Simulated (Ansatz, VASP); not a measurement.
# One calculation of Cu, two programs

```
CELL_PARAMETERS angstrom
0.00000 1.80750 1.80750
1.80750 0.00000 1.80750
1.80750 1.80750 0.00000
ATOMIC_POSITIONS crystal
Cu 0.00000 0.00000 0.00000
```

Alike in both runs: task single point; functional PBEsol-based screened hybrid; k mesh 7 × 7 × 7; occupations fermi-dirac, width 0.05 eV; no spin polarisation.

|  | VASP | Ansatz |
| --- | --- | --- |
| version | VASP 6.6.1 | Ansatz 0.2.0 |
| potentials or method | VASP PAW PBE potentials, release 64 (Cu) | Ansatz PAW |
| plane-wave cutoff (eV) | 520 | 420 |
| valence electrons in the cell | 11 | 19 |

Ansatz gave:

```
gap on the k mesh at the Fermi level (eV) : none
pressure (GPa)                            : -4.3
```

Problem. Estimate VASP's values.

Solution. gap on the k mesh at the Fermi level (eV): none; pressure (GPa): -4.2.

VASP's potentials were made for PBE, not for PBEsol-based screened hybrid. A gap of «none» marks a metal or a gap that the smearing closes. The functional is the same, so the differences come from potentials, cutoffs and numerics. VASP's potentials hold 11 valence electrons a cell and Ansatz's 19, so a difference there can come from the potentials and not from the codes.

The k mesh is coarse, so the values compare programs but aren't converged.
